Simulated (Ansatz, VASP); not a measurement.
One calculation of SiC, two programs

Contents of INCAR:

```
ALGO = Normal ; EDIFF = 1E-8
ENCUT = 520 ; GGA = PE
ISIF = 2 ; ISMEAR = -1
LASPH = T ; LCHARG = F
LEFG = T ; LREAL = F
LWAVE = F ; NBANDS = 36
NELM = 80 ; PREC = Accurate
SIGMA = 0.02
```

Contents of KPOINTS:

```
k-points
0
Gamma
  10 10 2
```

File POSCAR:

```
SiC
1.0
    1.5389000000     -2.6675000000      0.0000000000
    1.5389000000      2.6675000000      0.0000000000
    0.0000000000      0.0000000000     14.9706810000
Si C
6 6
Direct
    0.1666620609      0.8333379391      0.8577214520
    0.8333379391      0.1666620609      0.3577214520
    0.5001149274      0.4998850726      0.5245066742
    0.4998850726      0.5001149274      0.0245066742
    0.8334420063      0.1665579937      0.6912249934
    0.1665579937      0.8334420063      0.1912249934
    0.5001800044      0.4998199956      0.6498136388
    0.4998199956      0.5001800044      0.1498136388
    0.1666200921      0.8333799079      0.9826819951
    0.8333799079      0.1666200921      0.4826819951
    0.8333969726      0.1666030274      0.8161912464
    0.1666030274      0.8333969726      0.3161912464
```

Input for Ansatz:

```yaml
crystal:
  lattice:
    - [1.5389, -2.6675, 0.0]
    - [1.5389, 2.6675, 0.0]
    - [0.0, 0.0, 14.970681]
  atoms:
    - { symbol: Si, position: [0.1666620609, 0.8333379391, 0.857721452] }
    - { symbol: Si, position: [0.8333379391, 0.1666620609, 0.357721452] }
    - { symbol: Si, position: [0.5001149274, 0.4998850726, 0.5245066742] }
    - { symbol: Si, position: [0.4998850726, 0.5001149274, 0.0245066742] }
    - { symbol: Si, position: [0.8334420063, 0.1665579937, 0.6912249934] }
    - { symbol: Si, position: [0.1665579937, 0.8334420063, 0.1912249934] }
    - { symbol: C, position: [0.5001800044, 0.4998199956, 0.6498136388] }
    - { symbol: C, position: [0.4998199956, 0.5001800044, 0.1498136388] }
    - { symbol: C, position: [0.1666200921, 0.8333799079, 0.9826819951] }
    - { symbol: C, position: [0.8333799079, 0.1666200921, 0.4826819951] }
    - { symbol: C, position: [0.8333969726, 0.1666030274, 0.8161912464] }
    - { symbol: C, position: [0.1666030274, 0.8333969726, 0.3161912464] }
kpoints:
  mp_grid: { grid: [10, 10, 2] }
scf:
  occupations: { method: fermi_dirac, width: 0.02 }
hamiltonian:
  xc: pbe
  pseudopotentials: { kind: paw }
output:
  forces: true
  stress: true
  populations: true
  efg: { contact_densities: true }
  write_density: true
  write_potential: true
  elf: true
  volumetric_format: npy
```

Change from the starting cell: z stretched by -1 %.

Alike in both runs: task electric field gradients; functional PBE; k mesh 10 × 10 × 2; occupations fermi-dirac, width 0.02 eV; no spin polarisation.

```csv
,VASP,Ansatz
version,VASP 6.6.1,Ansatz 0.2.0
potentials or method,"VASP PAW PBE potentials, release 64 (Si, C)","plane-wave PAW, scalar-relativistic"
plane-wave cutoff (eV),520,420
valence electrons in the cell,48,48
```

|  | VASP | Ansatz | Ansatz less VASP |
| --- | --- | --- | --- |
| gap on the k mesh at the Fermi level (eV) | 2.03 | 2.03 | +0.002 |
| pressure (GPa) | 5.5 | 5.5 | +0.06 |
| traceless stress, the component that is largest in VASP (GPa) | 3.50 | 3.48 | -0.018 |
| rms of the force components (eV/Å) | 0.062 | 0.062 | +0.0001 |
| size of Vzz on the site where it differs most (V/Å²) | 1.2 | 1.0 | -0.18 |

Atom by atom the forces differ by 0.000 eV/Å (rms over components).
